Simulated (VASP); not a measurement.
# ScAl3 in VASP: single point with PBE

Aim: the single point of ScAl3 with PBE.

All numbers are computed with VASP 6.6.1; they aren't measurements. Logs are shortened: lines on timing, memory, paths and dates and some standing lists are left out, and cuts for length are marked.

### Step 1. The cell of the first run

The typed cell holds 8 atoms: a = 4.098 Å, b = 4.098 Å, c = 8.233 Å, α = 90.00°, β = 90.00°, γ = 90.06°.

### Step 2. Single point, PBE

Input file INCAR:

```
PREC = Accurate
ENCUT = 520
EDIFF = 1E-6
ISMEAR = 0
SIGMA = 0.2
LREAL = False
LASPH = True
NELM = 100
ALGO = Fast
ISIF = 2
LWAVE = False
LCHARG = True
GGA = PE
LELF = True
LVHAR = True
NBANDS = 30
```

Input file KPOINTS:

```
Automatic mesh
0
Gamma
  6 6 4
```

Input file POSCAR:

```
ScAl3
1.0
   -0.0001264774      4.0984004600     -0.0020950773
    0.0001135780     -0.0020952837      4.0978157951
    8.2330595409      0.0000954641      0.0003364150
Sc Al
2 6
Direct
   -0.0000647137      0.0000046949     -0.0000018568
   -0.0000149614     -0.0000325830      0.5000030159
   -0.0001850328      0.5000184920      0.2500200429
    0.0001952176      0.4999912337      0.7500362856
    0.5000855504      0.4999472829      0.4999847842
    0.4999366933      0.5001232045      0.9999686462
    0.4999275663      0.0000515012      0.2499982683
    0.5001196801      0.9998961738      0.7499908138
```

Potentials or basis: VASP PAW PBE potentials, release 64 (Sc_sv, Al).

Command:

```console
cat potpaw_PBE.64/Sc_sv/POTCAR potpaw_PBE.64/Al/POTCAR > POTCAR
mpirun -np 1 vasp_std > vasp.out
```

OUTCAR:

```text
PREC = Accurate
   ENCUT = 520
   EDIFF = 1E-6
   ISMEAR = 0
   LREAL = False
   LASPH = True
   NELM = 100
   ISIF = 2
   GGA = PE

 ion  position               nearest neighbor table
   1  1.000  0.000  1.000-   6 2.90   6 2.90   6 2.90   6 2.90   4 2.90   8 2.90   4 2.90   3 2.90
                             7 2.90   7 2.90   3 2.90   8 2.91
   2  1.000  1.000  0.500-   5 2.90   5 2.90   5 2.90   5 2.90   8 2.90   3 2.90   3 2.90   4 2.90
                             7 2.90   4 2.90   7 2.90   8 2.90
   3  1.000  0.500  0.250-   7 2.90   7 2.90   7 2.90   7 2.90   5 2.90   2 2.90   2 2.90   1 2.90
                             6 2.90   1 2.90   5 2.90   6 2.91
   4  0.000  0.500  0.750-   8 2.90   8 2.90   8 2.90   8 2.90   6 2.90   1 2.90   1 2.90   2 2.90
                             5 2.90   2 2.90   6 2.90   5 2.91
   5  0.500  0.500  0.500-   2 2.90   2 2.90   2 2.90   2 2.90   3 2.90   7 2.90   8 2.90   8 2.90
                             7 2.90   4 2.90   3 2.90   4 2.91
   6  0.500  0.500  1.000-   1 2.90   1 2.90   1 2.90   1 2.90   4 2.90   8 2.90   7 2.90   3 2.90
                             7 2.90   4 2.90   8 2.90   3 2.91
   7  0.500  0.000  0.250-   3 2.90   3 2.90   3 2.90   3 2.90   5 2.90   6 2.90   2 2.90   5 2.90
                             1 2.90   1 2.90   6 2.90   2 2.90
   8  0.500  1.000  0.750-   4 2.90   4 2.90   4 2.90   4 2.90   6 2.90   1 2.90   2 2.90   5 2.90
                             5 2.90   2 2.90   6 2.90   1 2.91

  LATTYP: Found a triclinic cell.
 ALAT       =     5.7985631464
 B/A-ratio  =     0.7067959586
 C/A-ratio  =     1.4198447685
 COS(alpha) =     0.0000192859
 COS(beta)  =     0.0000620908
 COS(gamma) =     0.7075185626

  Lattice vectors:

 A1 = (   0.0002400554,  -4.1004957437,   4.0999108724)
 A2 = (   0.0001264774,  -4.0984004600,   0.0020950773)
 A3 = (   8.2330595409,   0.0000954641,   0.0003364150)

Analysis of symmetry for initial positions (statically):
=====================================================================
 Subroutine PRICEL returns:
 Original cell was already a primitive cell.

 Routine SETGRP: Setting up the symmetry group for a
 triclinic supercell.

 Subroutine GETGRP returns: Found  1 space group operations
 (whereof  1 operations were pure point group operations)
 out of a pool of  2 trial point group operations.

The static configuration has the point symmetry C_1 .

Analysis of symmetry for dynamics (positions and initial velocities):
[... 129 lines left out ...]
   ISIF   =      2    stress and relaxation
   ISYM   =      2    0-nonsym 1-usesym 2-fastsym
   POTIM  = 0.5000    time-step for ionic-motion
   TEBEG  =    0.0;   TEEND  =   0.0 temperature during run
   PSTRESS=    0.0 pullay stress
   NELECT =      40.0000    total number of electrons
   NUPDOWN=      -1.0000    fix difference up-down
   EMIN   =  10.00;   EMAX   =-10.00  energy-range for DOS
   EFERMI =   0.00;   METHOD = LEGACY
   ISMEAR =     0;   SIGMA  =   0.20  broadening in eV -4-tet -1-fermi 0-gaus
   EFERMI_NEDOS =   21; number of points for ismear=-14 and -15
   IALGO  =     68    algorithm
   IMIX   =      4    mixing-type and parameters
     AMIX     =   0.40;   BMIX     =  1.00
     AMIX_MAG =   1.60;   BMIX_MAG =  1.00
  volume/ion in A,a.u.               =      17.28       116.64
  Fermi-wavevector in a.u.,A,eV,Ry     =   1.082727  2.046057 15.950070  1.172297
  Thomas-Fermi vector in A             =   2.218775
   LORBIT       =      0    0 simple, 1 ext, 2 COOP (PROOUT), +10 PAW based schemes
   GGA     = PE    functional components
   LHFCALC =     F    Hartree Fock is set to
   AEXX    =    0.0000 exact exchange contribution
   IVDW    =     0    specifies the selected vdW correction
   LEPSILON=     F    determine dielectric tensor
   LRPA    =     F    only Hartree local field effects (RPA)
 non-spin polarized calculation
 RMM-DIIS sequential band-by-band and
 Gauss-broadening in eV      SIGMA  =   0.20
  energy-cutoff  :      520.00
  volume of cell :      138.27
 maximum number of plane-waves:      3748
   NGX = 15   NGY = 15   NGZ = 31

 number of electron      39.9999996 magnetization

 Free energy of the ion-electron system (eV)
  ---------------------------------------------------
  ext. energy  EPLUGINS =         0.00000000
  ---------------------------------------------------
  free energy    TOTEN  =       -38.63263562 eV

  energy without entropy =      -38.59570037  energy(sigma->0) =      -38.61416800

 E-fermi :   7.1875     XC(G=0): -10.3702

 val. band max:        7.1144385945   @ k =   0.5000   0.0000   0.5000
 cond. band min:       7.2003048839   @ k =  -0.0000   0.3333   0.5000
 fundamental gap:      0.0858662894
 Fermi energy:         7.1874769103

 k-point     1 :       0.0000    0.0000    0.0000
  band No.  band energies     occupation
      1     -41.8562      2.00000
      2     -41.8550      2.00000
      3     -20.5859      2.00000
      4     -20.5562      2.00000
      5     -20.5544      2.00000
      6     -20.5540      2.00000
[... 781 lines left out ...]
     29       9.5399      0.00000
     30      10.3422      0.00000

 [... further k-points ...]

------------------------ aborting loop because EDIFF is reached ----------------------------------------

  FORCE on cell =-STRESS in cart. coord.  units (eV):
  Direction    XX          YY          ZZ          XY          YZ          ZX
  --------------------------------------------------------------------------------------
  -------------------------------------------------------------------------------------
  Total        0.0031607      0.0916103      0.1089991      0.0013318      0.0581442     -0.0044416
  in kB        0.0366243      1.0615164      1.2630065      0.0154320      0.6737344     -0.0514664
  external PRESSURE =       0.7870491 kB  Pullay stress =       0.0000000 kB

 VOLUME and BASIS-vectors are now :
 -----------------------------------------------------------------------------
  energy-cutoff  :      520.00
  volume of cell :      138.27
      direct lattice vectors                 reciprocal lattice vectors
    -0.000126477  4.098400460 -0.002095077    -0.000002834  0.243997694  0.000124760
     0.000113578 -0.002095284  4.097815795    -0.000009973  0.000124748  0.244032507
     8.233059541  0.000095464  0.000336415     0.121461529  0.000003747 -0.000003365

 POSITION                                       TOTAL-FORCE (eV/Angst)
 -----------------------------------------------------------------------------------
      8.23292      4.09823     -0.00174         0.000957      0.001831      0.001928
      4.11654      4.09629      4.09576         0.000314      0.002556      0.000301
      2.05836      4.09662      2.04697        -0.001287      0.003011     -0.000182
      6.17515     -0.00018      2.04912        -0.002280     -0.002987     -0.000868
      4.11640      2.04855      2.04781         0.000832     -0.002447      0.000620
      8.23279      2.04799      2.04870         0.001532      0.000540     -0.003288
      2.05819      2.04893     -0.00075        -0.000254     -0.000525     -0.000711
      6.17477      2.04767      4.09659         0.000187     -0.001979      0.002200
 -----------------------------------------------------------------------------------
    total drift:                                0.000130      0.000046     -0.000130

  FREE ENERGIE OF THE ION-ELECTRON SYSTEM (eV)
  ---------------------------------------------------
  free  energy   TOTEN  =       -38.6326356189 eV

  energy  without entropy=      -38.5957003716  energy(sigma->0) =      -38.61416800
```

OSZICAR:

```text
N       E                     dE             d eps       ncg     rms          rms(c)
DAV:   1     0.359932594785E+03    0.35993E+03   -0.15979E+04  4584   0.121E+03
DAV:   2    -0.108359564751E+02   -0.37077E+03   -0.36331E+03  4976   0.422E+02
DAV:   3    -0.396729369819E+02   -0.28837E+02   -0.27451E+02  7758   0.111E+02
[... 13 lines left out ...]
RMM:  17    -0.386326339017E+02   -0.60677E-05   -0.63290E-05  6758   0.468E-02    0.864E-03
RMM:  18    -0.386326349348E+02   -0.10331E-05   -0.10455E-05  5554   0.207E-02    0.142E-02
RMM:  19    -0.386326403169E+02   -0.53820E-05   -0.35812E-05  6278   0.326E-02    0.171E-02
RMM:  20    -0.386326362728E+02    0.40441E-05   -0.36469E-06  4800   0.200E-02    0.832E-03
RMM:  21    -0.386326356189E+02    0.65382E-06   -0.35358E-06  4637   0.102E-02
   1 F= -.38632636E+02 E0= -.38614168E+02  d E =-.369352E-01
```

stdout:

```text
POSCAR found type information on POSCAR ScAl
 POSCAR found :  2 types and       8 ions
 scaLAPACK will be used
 LDA part: xc-table for (Slater+PW92), standard interpolation
 POSCAR, INCAR and KPOINTS ok, starting setup
 FFT: planning ... GRIDC
 FFT: planning ... GRID_SOFT
 FFT: planning ... GRID
 WAVECAR not read
 entering main loop
```

It took 7.7 min on 1 thread of Intel Xeon Platinum 8259CL at 2.50GHz (Skylake/Cascade Lake), shared host; peak memory 0.4 GiB.

What came out:

- Free energy: -38.6326 eV
- Pressure: 0.1 GPa
- Largest force: 0.004 eV/Å
- Band gap on the k mesh: zero (bands 20 and 21 overlap by 2.62 eV)

Forces in eV/Å, atoms in the order of the input:
```
Sc   0.001  0.002  0.002
Sc   0.000  0.003  0.000
Al  -0.001  0.003  0.000
Al  -0.002 -0.003 -0.001
Al   0.001 -0.002  0.001
Al   0.002  0.001 -0.003
Al   0.000 -0.001 -0.001
Al   0.000 -0.002  0.002
```

Stress tensor (GPa, compression positive):
```
 0.00  0.00 -0.01
 0.00  0.11  0.07
-0.01  0.07  0.13
```

Levels at points of the mesh, in eV from the Fermi level:
| k point | band 17 | band 18 | band 19 | band 20 | band 21 | band 22 | band 23 | band 24 |
| --- | --- | --- | --- | --- | --- | --- | --- | --- |
| (0.00, 0.00, 0.00) | -1.71 | -1.71 | -1.46 | 0.80 | 0.98 | 0.98 | 1.25 | 1.27 |
| (0.50, 0.00, 0.00) | -1.48 | -0.55 | -0.54 | 0.77 | 0.93 | 0.98 | 1.20 | 1.34 |
| (0.00, 0.50, 0.00) | -1.48 | -0.55 | -0.54 | 0.77 | 0.93 | 0.98 | 1.19 | 1.34 |
| (0.50, 0.50, 0.00) | -2.98 | -2.97 | -2.96 | -0.57 | -0.57 | 0.91 | 1.16 | 1.31 |
| (0.00, 0.00, 0.50) | -1.75 | -1.75 | -0.35 | -0.35 | 1.05 | 1.05 | 1.05 | 1.05 |
| (0.50, 0.00, 0.50) | -1.29 | -1.29 | -0.07 | -0.07 | 0.96 | 0.96 | 1.31 | 1.31 |
| (0.00, 0.50, 0.50) | -1.29 | -1.29 | -0.07 | -0.07 | 0.96 | 0.96 | 1.31 | 1.31 |
| (0.50, 0.50, 0.50) | -2.07 | -2.07 | -1.83 | -1.83 | -1.83 | -1.82 | 1.94 | 1.94 |
